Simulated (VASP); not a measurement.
# LiSc8 in VASP: a series of runs

LiSc8 is run at these levels: PBE; tasks: single point.

Program: VASP 6.6.1. These are calculated values, not measurements. Logs are shortened: lines on timing, memory, paths and dates and some standing lists are left out, and cuts for length are marked.

## Step 1: The cell of the first run

The cell holds a slab with vacuum, 9 atoms: a = 6.639 Å, b = 5.163 Å, c = 19.113 Å, α = 90.00°, β = 90.00°, γ = 90.00°.

## Step 2: Single point, PBE

The input, INCAR:

```
SYSTEM = LiSc8
  PREC = Accurate
  ENCUT = 520
  EDIFF = 1E-7
  ISMEAR = 0
  SIGMA = 0.1
  LREAL = .False.
  LASPH = .True.
  NELM = 60
  ALGO = Normal
  ISIF = 2
  LWAVE = .False.
  LCHARG = .True.
  LDIPOL = .True.
  IDIPOL = 3
  DIPOL = 0.5 0.5 0.328
  GGA = PE
  LELF = .True.
  LVHAR = .True.
  LVACPOTAV = .True.
  NBANDS = 56
```

The input, KPOINTS:

```
Automatic mesh
0
Gamma
  4 5 1
  0 0 0
```

The input, POSCAR:

```
LiSc8
1.0
    6.6389479791      0.0000000000      0.0000000000
    0.0000000000      5.1626219083      0.0000000000
    0.0000000000      0.0000000000     19.1132872497
Sc Li
8 1
Direct
    0.0000000000      0.7500000000      0.2092784955
    0.5000000000      0.7500000000      0.2092784955
    0.2500000000      0.2500000000      0.2594137541
    0.7500000000      0.2500000000      0.2594137541
    0.2500000000      0.7500000000      0.3452852846
    0.7500000000      0.7500000000      0.3452852846
    0.0000000000      0.2500000000      0.3983243254
    0.5000000000      0.2500000000      0.3983243254
    0.0000000000      0.5000000000      0.5306202502
```

Potentials or basis: VASP PAW PBE potentials, release 64 (Sc_sv, Li_sv).

Command:

```
> cat potpaw_PBE.64/Sc_sv/POTCAR potpaw_PBE.64/Li_sv/POTCAR > POTCAR
> mpirun -np 1 vasp_std > vasp.out
```

OUTCAR:

```text
SYSTEM = LiSc8
   PREC = Accurate
   ENCUT = 520
   EDIFF = 1E-7
   ISMEAR = 0
   LREAL = .False.
   LASPH = .True.
   NELM = 60
   ISIF = 2
   GGA = PE

 ion  position               nearest neighbor table
   1  0.000  0.750  0.209-   5 3.08   6 3.08   3 3.21   4 3.21   3 3.21   4 3.21   2 3.32   2 3.32

   2  0.500  0.750  0.209-   5 3.08   6 3.08   3 3.21   4 3.21   3 3.21   4 3.21   1 3.32   1 3.32

   3  0.250  0.250  0.259-   5 3.06   5 3.06   8 3.13   7 3.13   1 3.21   1 3.21   2 3.21   2 3.21
                             4 3.32   4 3.32
   4  0.750  0.250  0.259-   6 3.06   6 3.06   8 3.13   7 3.13   1 3.21   1 3.21   2 3.21   2 3.21
                             3 3.32   3 3.32
   5  0.250  0.750  0.345-   3 3.06   3 3.06   1 3.08   2 3.08   8 3.23   7 3.23   7 3.23   8 3.23
                             6 3.32   6 3.32
   6  0.750  0.750  0.345-   4 3.06   4 3.06   1 3.08   2 3.08   8 3.23   7 3.23   7 3.23   8 3.23
                             5 3.32   5 3.32
   7  0.000  0.250  0.398-   9 2.84   4 3.13   3 3.13   6 3.23   5 3.23   5 3.23   6 3.23   8 3.32
                             8 3.32
   8  0.500  0.250  0.398-   3 3.13   4 3.13   5 3.23   6 3.23   5 3.23   6 3.23   7 3.32   7 3.32

   9  0.000  0.500  0.531-   7 2.84

  LATTYP: Found a simple orthorhombic cell.
 ALAT       =     5.1626219083
 B/A-ratio  =     1.2859643989
 C/A-ratio  =     3.7022442451

  Lattice vectors:

 A1 = (   0.0000000000,  -5.1626219083,   0.0000000000)
 A2 = (   6.6389479791,   0.0000000000,   0.0000000000)
 A3 = (   0.0000000000,   0.0000000000,  19.1132872497)

Analysis of symmetry for initial positions (statically):
=====================================================================
 Subroutine PRICEL returns:
 Original cell was already a primitive cell.

 Routine SETGRP: Setting up the symmetry group for a
 simple orthorhombic supercell.

 Subroutine GETGRP returns: Found  2 space group operations
 (whereof  2 operations were pure point group operations)
 out of a pool of  8 trial point group operations.

The static configuration has the point symmetry C_1h.

Analysis of symmetry for dynamics (positions and initial velocities):
=====================================================================
 Subroutine PRICEL returns:
 Original cell was already a primitive cell.

 Routine SETGRP: Setting up the symmetry group for a
 simple orthorhombic supercell.

 Subroutine GETGRP returns: Found  2 space group operations
 (whereof  2 operations were pure point group operations)
 out of a pool of  8 trial point group operations.

The dynamic configuration has the point symmetry C_1h.

 Subroutine INISYM returns: Found  2 space group operations
 (whereof  2 operations are pure point group operations),
 and found     1 'primitive' translations

----------------------------------------------------------------------------------------

                                     Primitive cell

  volume of cell :     655.0960

  direct lattice vectors                    reciprocal lattice vectors
     6.638947979  0.000000000  0.000000000     0.150626274  0.000000000  0.000000000
     0.000000000  5.162621908  0.000000000     0.000000000  0.193700026  0.000000000
     0.000000000  0.000000000 19.113287250     0.000000000  0.000000000  0.052319624

  length of vectors
     6.638947979  5.162621908 19.113287250     0.150626274  0.193700026  0.052319624

  position of ions in fractional coordinates (direct lattice)
     0.000000000  0.750000000  0.209278496
     0.500000000  0.750000000  0.209278496
     0.250000000  0.250000000  0.259413754
     0.750000000  0.250000000  0.259413754
     0.250000000  0.750000000  0.345285285
     0.750000000  0.750000000  0.345285285
     0.000000000  0.250000000  0.398324325
     0.500000000  0.250000000  0.398324325
     0.000000000  0.500000000  0.530620250

  ion indices of the primitive-cell ions
   primitive index   ion index
                 1           1
                 2           2
                 3           3
                 4           4
                 5           5
                 6           6
                 7           7
                 8           8
                 9           9

----------------------------------------------------------------------------------------

 KPOINTS: Automatic mesh

Automatic generation of k-mesh.
 Grid dimensions read from file:
 generate k-points for:    4    5    1

 Generating k-lattice:

  Cartesian coordinates                     Fractional coordinates (reciprocal lattice)
     0.037656569  0.000000000  0.000000000     0.250000000  0.000000000  0.000000000
     0.000000000  0.038740005  0.000000000     0.000000000  0.200000000  0.000000000
     0.000000000  0.000000000  0.052319624     0.000000000  0.000000000  1.000000000

  Length of vectors
     0.037656569  0.038740005  0.052319624

  Shift w.r.t. Gamma in fractional coordinates (k-lattice)
     0.000000000  0.000000000  0.000000000

 Subroutine IBZKPT returns following result:
 ===========================================

 Found      9 irreducible k-points:

 Following reciprocal coordinates:
            Coordinates               Weight
  0.000000  0.000000  0.000000      1.000000
  0.250000  0.000000  0.000000      2.000000
  0.500000  0.000000  0.000000      1.000000
  0.000000  0.200000  0.000000      2.000000
  0.250000  0.200000  0.000000      4.000000
  0.500000  0.200000  0.000000      2.000000
  0.000000  0.400000  0.000000      2.000000
  0.250000  0.400000  0.000000      4.000000
  0.500000  0.400000  0.000000      2.000000
   k-points           NKPTS =      9   k-points in BZ     NKDIM =      9   number of bands    NBANDS=     56
   number of dos      NEDOS =    301   number of ions     NIONS =      9
   total plane-waves  NPLWV = 288000
   dimension x,y,z NGX =    50 NGY =   40 NGZ =  144
   dimension x,y,z NGXF=   100 NGYF=   80 NGZF=  288
   ions per type =               8   1
   NGX,Y,Z   is equivalent  to a cutoff of  12.52, 12.88, 12.53 a.u.
   NGXF,Y,Z  is equivalent  to a cutoff of  25.04, 25.76, 25.05 a.u.
 SYSTEM =  LiSc8
   PREC   = accura    normal or accurate (medium, high low for compatibility)
   ISTART =      0    job   : 0-new  1-cont  2-samecut
   ICHARG =      2    charge: 1-file 2-atom 10-const
   ISPIN  =      1    spin polarized calculation?
   LNONCOLLINEAR =      F non collinear calculations
   LSORBIT =      F    spin-orbit coupling
   LASPH  =      T    aspherical Exc in radial PAW
   ENCUT  =  520.0 eV  38.22 Ry    6.18 a.u.  12.34  9.60 35.54*2*pi/ulx,y,z
   NELM   =     60;   NELMIN=  2; NELMDL= -5     # of ELM steps
   EDIFF  = 0.1E-06   stopping-criterion for ELM
   LREAL  =      F    real-space projection
   EDIFFG = 0.1E-05   stopping-criterion for IOM
   NSW    =      0    number of steps for IOM
   IBRION =     -1    ionic relax: 0-MD 1-quasi-New 2-CG
   NFREE  =      0    steps in history (QN), initial steepest desc. (CG)
   ISIF   =      2    stress and relaxation
   ISYM   =      2    0-nonsym 1-usesym 2-fastsym
   POTIM  = 0.5000    time-step for ionic-motion
   TEBEG  =    0.0;   TEEND  =   0.0 temperature during run
   PSTRESS=    0.0 pullay stress
   NELECT =      91.0000    total number of electrons
   NUPDOWN=      -1.0000    fix difference up-down
   EMIN   =  10.00;   EMAX   =-10.00  energy-range for DOS
   EFERMI =   0.00;   METHOD = LEGACY
   ISMEAR =     0;   SIGMA  =   0.10  broadening in eV -4-tet -1-fermi 0-gaus
   EFERMI_NEDOS =   21; number of points for ismear=-14 and -15
   IALGO  =     38    algorithm
   IMIX   =      4    mixing-type and parameters
     AMIX     =   0.40;   BMIX     =  1.00
     AMIX_MAG =   1.60;   BMIX_MAG =  1.00
  volume/ion in A,a.u.               =      72.79       491.20
  Fermi-wavevector in a.u.,A,eV,Ry     =   0.847852  1.602209  9.780601  0.718854
  Thomas-Fermi vector in A             =   1.963424
   LORBIT       =      0    0 simple, 1 ext, 2 COOP (PROOUT), +10 PAW based schemes
   GGA     = PE    functional components
   LHFCALC =     F    Hartree Fock is set to
   AEXX    =    0.0000 exact exchange contribution
   IVDW    =     0    specifies the selected vdW correction
   LEPSILON=     F    determine dielectric tensor
   LRPA    =     F    only Hartree local field effects (RPA)
 non-spin polarized calculation
 Gauss-broadening in eV      SIGMA  =   0.10
  energy-cutoff  :      520.00
  volume of cell :      655.10
 maximum number of plane-waves:     17709
 NGX is ok and might be reduce to    50
   NGX = 25   NGY = 19   NGZ = 71

 number of electron      90.9999991 magnetization

 dipolmoment           0.000000      0.000000     -0.193402 electrons x Angstroem

 Free energy of the ion-electron system (eV)
  ---------------------------------------------------
  ext. energy  EPLUGINS =         0.00000000
  ---------------------------------------------------
  free energy    TOTEN  =       -46.69186818 eV

  energy without entropy =      -46.62232344  energy(sigma->0) =      -46.65709581

 E-fermi :  -0.7092     XC(G=0):  -4.3175

 val. band max:       -0.7155600288   @ k =   0.2500   0.2000   0.0000
 cond. band min:      -0.7040021488   @ k =   0.0000   0.4000   0.0000
 fundamental gap:      0.0115578800
 Fermi energy:        -0.7092473435

 k-point     1 :       0.0000    0.0000    0.0000
  band No.  band energies     occupation
      1     -50.6092      2.00000
      2     -50.5391      2.00000
      3     -50.5158      2.00000
      4     -50.4675      2.00000
      5     -50.1046      2.00000
      6     -50.0919      2.00000
[... 48 lines left out ...]
     55       0.5268      0.00000
     56       0.5534      0.00000

 k-point     2 :       0.2500    0.0000    0.0000
  band No.  band energies     occupation
      1     -50.6089      2.00000
      2     -50.5372      2.00000
      3     -50.5178      2.00000
      4     -50.4678      2.00000
      5     -50.1028      2.00000
      6     -50.0938      2.00000
[... 406 lines left out ...]
  band No.  band energies     occupation
      1     -50.6082      2.00000
      2     -50.5343      2.00000
      3     -50.5195      2.00000
      4     -50.4674      2.00000
      5     -50.0856      2.00000
      6     -50.0855      2.00000
[... 48 lines left out ...]
     55       0.1253      0.00000
     56       0.2474      0.00000

------------------------ aborting loop because EDIFF is reached ----------------------------------------

  FORCE on cell =-STRESS in cart. coord.  units (eV):
  Direction    XX          YY          ZZ          XY          YZ          ZX
  --------------------------------------------------------------------------------------
  -------------------------------------------------------------------------------------
  Total       -0.7874006     -2.7542769     -0.1463013      0.0000000      1.6123822      0.0000000
  in kB       -1.9257564     -6.7361727     -0.3578110      0.0000000      3.9434253      0.0000000
  external PRESSURE =      -3.0065800 kB  Pullay stress =       0.0000000 kB

 VOLUME and BASIS-vectors are now :
 -----------------------------------------------------------------------------
  energy-cutoff  :      520.00
  volume of cell :      655.10
      direct lattice vectors                 reciprocal lattice vectors
     6.638947979  0.000000000  0.000000000     0.150626274  0.000000000  0.000000000
     0.000000000  5.162621908  0.000000000     0.000000000  0.193700026  0.000000000
     0.000000000  0.000000000 19.113287250     0.000000000  0.000000000  0.052319624

 POSITION                                       TOTAL-FORCE (eV/Angst)
 -----------------------------------------------------------------------------------
      0.00000      3.87197      4.00000         0.000000     -0.017645     -0.187830
      3.31947      3.87197      4.00000         0.000000     -0.006050     -0.190187
      1.65974      1.29066      4.95825         0.010085      0.020189      0.206293
      4.97921      1.29066      4.95825        -0.010085      0.020189      0.206293
      1.65974      3.87197      6.59954        -0.040338     -0.102267      0.180883
      4.97921      3.87197      6.59954         0.040338     -0.102267      0.180883
      0.00000      1.29066      7.61329         0.000000     -0.422076     -0.660595
      3.31947      1.29066      7.61329         0.000000      0.045493      0.246037
      0.00000      2.58131     10.14190         0.000000      0.564435      0.018221
 -----------------------------------------------------------------------------------
    total drift:                                0.000000     -0.000095      0.000148

  FREE ENERGIE OF THE ION-ELECTRON SYSTEM (eV)
  ---------------------------------------------------
  free  energy   TOTEN  =       -46.6918681806 eV

  energy  without entropy=      -46.6223234399  energy(sigma->0) =      -46.65709581

 vacuum level on the upper side and lower side of the slab         1.651         2.681
```

Wall time 9 min (1 thread of Intel Xeon 6975P-C (Granite Rapids), shared host); peak memory 0.7 GiB.

What came out:

```
Free energy            : -46.6919 eV
Largest force          : 0.784 eV/Å
Band gap on the k mesh : zero (an odd number of electrons rules out a gap without spin polarisation)
```

Forces in eV/Å, atoms in the order of the input:
```
Sc   0.000 -0.018 -0.188
Sc   0.000 -0.006 -0.190
Sc   0.010  0.020  0.206
Sc  -0.010  0.020  0.206
Sc  -0.040 -0.102  0.181
Sc   0.040 -0.102  0.181
Sc   0.000 -0.422 -0.661
Sc   0.000  0.045  0.246
Li   0.000  0.564  0.018
```

Levels at points of the mesh, in eV from the Fermi level:
| k point | band 43 | band 44 | band 45 | band 46 | band 47 | band 48 |
| --- | --- | --- | --- | --- | --- | --- |
| (0.00, 0.00, 0.00) | -0.55 | -0.41 | -0.31 | -0.20 | 0.03 | 0.12 |
| (0.50, 0.00, 0.00) | -0.50 | -0.46 | -0.33 | 0.01 | 0.17 | 0.26 |

Caveat: the cutoff is under 1.25 times the usual one of these potentials, so pressure, stress and relaxed cells hold a basis-set (Pulay) error.

## Step 3: Single point, PBE

The input, INCAR:

```
PREC = Accurate ; ENCUT = 520
EDIFF = 1E-6 ; ISMEAR = 0
SIGMA = 0.1 ; LREAL = False
LASPH = True ; NELM = 60
ALGO = Normal ; ISIF = 2
LWAVE = False ; LCHARG = False
LDIPOL = True ; IDIPOL = 3
DIPOL = 0.5 0.5 0.330 ; GGA = PE
NBANDS = 56
```

The input, KPOINTS:

```
regular mesh
0
Gamma
  4 5 1
```

POSCAR: that of step 2 with these lines changed.

```diff
@@ -16,2 +16,2 @@
     0.5000000000      0.2500000000      0.3983243254
-    0.0000000000      0.5000000000      0.5306202502
+    0.1250000000      0.2500000000      0.5480080995
```

Potentials or basis: VASP PAW PBE potentials, release 64 (Sc_sv, Li_sv).

Command:

```
> cat potpaw_PBE.64/Sc_sv/POTCAR potpaw_PBE.64/Li_sv/POTCAR > POTCAR
> mpirun -np 1 vasp_std > vasp.out
```

OUTCAR:

```text
PREC = Accurate
   ENCUT = 520
   EDIFF = 1E-6
   ISMEAR = 0
   LREAL = False
   LASPH = True
   NELM = 60
   ISIF = 2
   GGA = PE

 ion  position               nearest neighbor table
   1  0.000  0.750  0.209-   5 3.08   6 3.08   3 3.21   4 3.21   3 3.21   4 3.21   2 3.32   2 3.32

   2  0.500  0.750  0.209-   5 3.08   6 3.08   3 3.21   4 3.21   3 3.21   4 3.21   1 3.32   1 3.32

   3  0.250  0.250  0.259-   5 3.06   5 3.06   8 3.13   7 3.13   1 3.21   1 3.21   2 3.21   2 3.21
                             4 3.32   4 3.32
   4  0.750  0.250  0.259-   6 3.06   6 3.06   8 3.13   7 3.13   1 3.21   1 3.21   2 3.21   2 3.21
                             3 3.32   3 3.32
   5  0.250  0.750  0.345-   3 3.06   3 3.06   1 3.08   2 3.08   8 3.23   7 3.23   7 3.23   8 3.23
                             6 3.32   6 3.32
   6  0.750  0.750  0.345-   4 3.06   4 3.06   1 3.08   2 3.08   8 3.23   7 3.23   7 3.23   8 3.23
[... 749 lines left out ...]
  energy-cutoff  :      520.00
  volume of cell :      655.10
      direct lattice vectors                 reciprocal lattice vectors
     6.638947979  0.000000000  0.000000000     0.150626274  0.000000000  0.000000000
     0.000000000  5.162621908  0.000000000     0.000000000  0.193700026  0.000000000
     0.000000000  0.000000000 19.113287250     0.000000000  0.000000000  0.052319624

 POSITION                                       TOTAL-FORCE (eV/Angst)
 -----------------------------------------------------------------------------------
      0.00000      3.87197      4.00000        -0.030542      0.000000     -0.139059
      3.31947      3.87197      4.00000         0.032020      0.000000     -0.156159
      1.65974      1.29066      4.95825         0.012587      0.000000      0.190591
      4.97921      1.29066      4.95825        -0.005976      0.000000      0.223684
      1.65974      3.87197      6.59954         0.021472      0.000000      0.266469
      4.97921      3.87197      6.59954        -0.026769      0.000000     -0.030354
      0.00000      1.29066      7.61329        -0.003432      0.000000     -0.512907
      3.31947      1.29066      7.61329        -0.185777      0.000000      0.176196
      0.82987      1.29066     10.47424         0.186416      0.000000     -0.018461
 -----------------------------------------------------------------------------------
    total drift:                               -0.000034     -0.000000      0.000646

  FREE ENERGIE OF THE ION-ELECTRON SYSTEM (eV)
  ---------------------------------------------------
  free  energy   TOTEN  =       -46.4296843845 eV

  energy  without entropy=      -46.3536519684  energy(sigma->0) =      -46.39166818

 vacuum level on the upper side and lower side of the slab         1.119         2.336
```

OSZICAR:

```text
N       E                     dE             d eps       ncg     rms          rms(c)
DAV:   1     0.187474371234E+04    0.18747E+04   -0.38065E+04  1208   0.135E+03
DAV:   2     0.996170424175E+02   -0.17751E+04   -0.17558E+04  1472   0.669E+02
DAV:   3    -0.457153348577E+02   -0.14533E+03   -0.14151E+03  1656   0.291E+02
DAV:   4    -0.548010400381E+02   -0.90857E+01   -0.88306E+01  1728   0.611E+01
[... 19 lines left out ...]
DAV:  24    -0.464296606922E+02   -0.60548E-04   -0.15786E-05  1064   0.176E-02    0.283E-03
DAV:  25    -0.464296724390E+02   -0.11747E-04   -0.34904E-06  1064   0.123E-02    0.166E-03
DAV:  26    -0.464296808592E+02   -0.84201E-05   -0.15566E-06   888   0.648E-03    0.125E-03
DAV:  27    -0.464296834195E+02   -0.25603E-05   -0.46568E-07   776   0.420E-03    0.922E-04
DAV:  28    -0.464296843845E+02   -0.96499E-06   -0.21858E-07   760   0.346E-03
   1 F= -.46429684E+02 E0= -.46391668E+02  d E =-.760324E-01
```

It took 8.8 min on 1 thread of Intel Xeon 6975P-C (Granite Rapids), shared host; peak memory 0.7 GiB.

Results:

```
Free energy            : -46.4297 eV
Largest force          : 0.513 eV/Å
Band gap on the k mesh : zero (an odd number of electrons rules out a gap without spin polarisation)
```

Forces on the atoms (eV/Å):
```
Sc  -0.031  0.000 -0.139
Sc   0.032  0.000 -0.156
Sc   0.013  0.000  0.191
Sc  -0.006  0.000  0.224
Sc   0.021  0.000  0.266
Sc  -0.027  0.000 -0.030
Sc  -0.003  0.000 -0.513
Sc  -0.186  0.000  0.176
Li   0.186  0.000 -0.018
```

Levels at points of the mesh, in eV from the Fermi level:
```tsv
k point	band 43	band 44	band 45	band 46	band 47	band 48
(0.00, 0.00, 0.00)	-0.56	-0.41	-0.29	-0.18	0.02	0.15
(0.50, 0.00, 0.00)	-0.48	-0.45	-0.30	0.01	0.19	0.27
```

Caveat: the cutoff is under 1.25 times the usual one of these potentials, so pressure, stress and relaxed cells hold a basis-set (Pulay) error.

The gap in the log of VASP goes by the Fermi energy; the results here count the filled bands.